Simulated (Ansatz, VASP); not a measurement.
# Pb: VASP beside Ansatz

```
Pb
1.0
     0.00000    3.42750    3.42750
     3.42750    0.00000    3.42750
     3.42750    3.42750    0.00000
Pb
2
Cartesian
  0.0000 0.0000 0.0000
  1.7137 1.7137 1.7137
```

Change from the starting cell: volume scaled by 0.99.

Alike in both runs: task single point; functional LDA; k mesh 8 × 8 × 8; occupations fermi-dirac, width 0.05 eV; no spin polarisation.

```csv
,VASP,Ansatz
version,VASP 6.6.1,Ansatz 0.2.0
potentials or method,"VASP PAW LDA potentials, release 64 (Pb_d), cutoff 520 eV","all-electron LAPW, scalar-relativistic"
```

|  | VASP | Ansatz | Ansatz less VASP |
| --- | --- | --- | --- |
| pressure (GPa) | -0.4 | -0.4 | 0.00 |

LDA's correlation is that of Perdew and Zunger in VASP and of Perdew and Wang (1992) in Ansatz. Ansatz ran all-electron here, and VASP with PAW potentials.

Spin-orbit coupling is off throughout.
